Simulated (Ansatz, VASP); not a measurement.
**Two plane-wave programs on ZnSe**

The input INCAR:

```
SYSTEM = ZnSe
PREC     = Accurate       ! precision mode
ENCUT    = 520            ! plane-wave cutoff, eV
EDIFF    = 1E-7           ! SCF threshold, eV
ISMEAR   = 0              ! smearing method
SIGMA    = 0.02           ! smearing width, eV
LREAL    = .FALSE.        ! projectors in reciprocal space
LASPH    = .TRUE.         ! aspherical terms in the spheres
NELM     = 100            ! most SCF steps
ALGO     = Normal         ! electronic algorithm
ISIF     = 2              ! what is computed and relaxed
LWAVE    = .FALSE.        ! write WAVECAR
LCHARG   = .FALSE.        ! write CHGCAR
GGA      = PS             ! functional
NBANDS   = 16             ! bands
```

File KPOINTS:

```
regular mesh
0
G
  8 8 8
  0 0 0
```

The input POSCAR:

```
ZnSe
1.0
    0.0000000000      2.7750836640      2.7750836640
    2.7750836640      0.0000000000      2.7750836640
    2.7750836640      2.7750836640      0.0000000000
Zn Se
1 1
Direct
    0.0000000000      0.0000000000      0.0000000000
    0.7500000000      0.7500000000      0.7500000000
```

Input for Ansatz:

```yaml
crystal:
  lattice:
    - [0.0, 2.775083664, 2.775083664]
    - [2.775083664, 0.0, 2.775083664]
    - [2.775083664, 2.775083664, 0.0]
  atoms:
    - { symbol: Zn, position: [0.0, 0.0, 0.0] }
    - { symbol: Se, position: [0.75, 0.75, 0.75] }
basis:
  ecutwfc: 420
kpoints:
  mp_grid: { grid: [8, 8, 8] }
hamiltonian:
  xc: pbesol
scf:
  occupations: { method: gaussian, width: 0.02 }
output:
  forces: true
  stress: true
  eigenvalues: true
```

Alike in both runs: task single point; functional PBEsol; k mesh 8 × 8 × 8; occupations gaussian, width 0.02 eV; no spin polarisation.

```csv
,VASP,Ansatz
version,VASP 6.6.1,Ansatz 0.2.0
potentials or method,"VASP PAW PBE potentials, release 64 (Zn, Se), cutoff 520 eV","scalar-relativistic, plane waves, PAW"
valence electrons in the cell,18,28
```

Ansatz gave:

* gap on the k mesh at the Fermi level (eV): 1.42
* least direct gap on the mesh (eV): 1.42
* pressure (GPa): 3.2

What did VASP give for the same quantities?

gap on the k mesh at the Fermi level (eV): 1.43; least direct gap on the mesh (eV): 1.43; pressure (GPa): 3.5.

VASP's potentials were made for PBE, not for PBEsol. The functional is the same, so the differences come from potentials, cutoffs and numerics. VASP's potentials hold 18 valence electrons a cell and Ansatz's 28, so a difference there can come from the potentials and not from the codes.
